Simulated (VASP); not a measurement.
Wanted: the native input for a VASP 6.6.1 run.

| Item | Value |
| --- | --- |
| Task | single point |
| Functional | PBE |
| Potentials or basis | VASP PAW PBE potentials, release 64 (Hf_pv) |
| Cutoff | 520 eV |
| k mesh | 18 × 18 × 8 |
| Occupations | gaussian, width 0.1 eV |
| Spin | no spin polarisation |
| Dipole correction | no |
| Further INCAR settings | ALGO = Fast; EDIFF = 1e-07; NBANDS = 17 |

The structure of Hf lies in POSCAR:

```
Hf
1.0
    3.2042764946      0.0000000000      0.0000000000
   -1.6021382473      2.7749848451      0.0000000000
    0.0000000000      0.0000000000      5.0685977264
Hf
2
Direct
    0.3333333333      0.6666666667      0.2500000000
    0.6666666667      0.3333333333      0.7500000000
```

These files were run (other wordings do the same):

INCAR

```
  PREC = Accurate
  ENCUT = 520
  EDIFF = 1E-7
  ISMEAR = 0
  SIGMA = 0.1
  LREAL = F
  LASPH = T
  NELM = 80
  ALGO = Fast
  ISIF = 2
  LWAVE = F
  LCHARG = F
  GGA = PE
  NBANDS = 17
```

KPOINTS

```
regular mesh
0
Gamma
  18 18 8
```

Potentials or basis: VASP PAW PBE potentials, release 64 (Hf_pv).

Command:

```console
$ cat potpaw_PBE.64/Hf_pv/POTCAR > POTCAR
$ mpirun -np 1 vasp_std > vasp.out
```

It gave:

```yaml
Pressure: -0.4 GPa
Band_gap_on_the_k_mesh: zero (band 10 reaches 6.05 eV, above the bottom of band 11 at 4.45 eV)
```

Caveat: spin-orbit coupling is left out, which moves the levels of the heavy elements.

Run time: 57 s on 1 thread of Intel(R) Xeon(R) 6975P-C (Granite Rapids), on a shared host, peak memory 0.24 GiB.
